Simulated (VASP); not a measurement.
Here is a VASP 6.6.1 calculation.

File POSCAR:

```
CaO
1.0
    0.0000000000      2.6067317366      2.6067317366
    2.6067317366      0.0000000000      2.6067317366
    2.6067317366      2.6067317366      0.0000000000
Ca O
1 1
Direct
    0.0000000000      0.0000000000      0.0000000000
    0.2500000000      0.2500000000      0.2500000000
```

INCAR.step1

```
SYSTEM = CaO
PREC     = Accurate       ! precision mode
ENCUT    = 520            ! plane-wave cutoff, eV
ISMEAR   = 0              ! smearing method
SIGMA    = 0.01           ! smearing width, eV
LREAL    = .FALSE.        ! projectors in reciprocal space
LASPH    = .TRUE.         ! aspherical terms in the spheres
NELM     = 100            ! most SCF steps
NBANDS   = 15             ! bands
GGA      = PE             ! functional
ALGO     = Normal         ! electronic algorithm
EDIFF    = 1E-4           ! SCF threshold, eV
LWAVE    = .TRUE.         ! write WAVECAR
LCHARG   = .FALSE.        ! write CHGCAR
```

INCAR.step2

```
SYSTEM = CaO
PREC     = Accurate       ! precision mode
ENCUT    = 520            ! plane-wave cutoff, eV
EDIFF    = 1E-6           ! SCF threshold, eV
ISMEAR   = 0              ! smearing method
SIGMA    = 0.01           ! smearing width, eV
LREAL    = .FALSE.        ! projectors in reciprocal space
LASPH    = .TRUE.         ! aspherical terms in the spheres
NELM     = 100            ! most SCF steps
ALGO     = Normal         ! electronic algorithm
ISIF     = 2              ! what is computed and relaxed
LWAVE    = .FALSE.        ! write WAVECAR
LCHARG   = .FALSE.        ! write CHGCAR
METAGGA  = R2SCAN         ! meta-GGA
LMIXTAU  = .TRUE.       
NBANDS   = 15             ! bands
ISTART   = 1
```

Contents of KPOINTS:

```
regular mesh
0
G
  6 6 6
  0 0 0
```

Potentials or basis: VASP PAW PBE potentials, release 64 (Ca_sv, O).

Command:

```bash
$ cat potpaw_PBE.64/Ca_sv/POTCAR potpaw_PBE.64/O/POTCAR > POTCAR
$ cp INCAR.step1 INCAR
$ mpirun -np 1 vasp_std > vasp.out
$ cp INCAR.step2 INCAR
$ mpirun -np 1 vasp_std > vasp.out
```

Task: Predict the pressure.

Result: 0.9 GPa.

Task: Estimate the band gap on the k mesh.

Result: 3.73 eV, indirect (least direct gap 4.36 eV).

Caveat: the PAW data sets were made with another functional, which shifts forces and pressure a little. A k mesh can miss the band edges.
